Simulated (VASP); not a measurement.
# Ge: single point with PBEsol

Ge:

```
Ge
1.0
     0.00000    2.09969    2.09969
     2.09969    0.00000    2.09969
     2.09969    2.09969    0.00000
Ge
1
Direct
  0.00000 0.00000 0.00000
```

```yaml
Program: VASP 6.6.1
Task: single point
Functional: PBEsol
Potentials_or_basis: VASP PAW PBE potentials, release 64 (Ge_d)
Cutoff: 520 eV
k_mesh: 21 × 21 × 21
Occupations: fermi-dirac, width 0.1 eV
Spin: no spin polarisation
```

The pressure is 0.2 GPa. The band gap on the k mesh is zero (band 7 reaches 16.03 eV, above the bottom of band 8 at 4.48 eV).

Levels at points of the mesh, in eV from the Fermi level:
```
           k point  band 4  band 5  band 6  band 7  band 8  band 9  band 10  band 11
(0.00, 0.00, 0.00)  -24.67  -24.67  -13.42    9.09    9.09    9.09    14.13    14.13
```

It took 15 s on 1 thread of Intel(R) Xeon(R) 6975P-C (Granite Rapids), on a shared host, peak memory 0.19 GiB.

Caveat: the PAW data sets were made with another functional, which shifts forces and pressure a little.
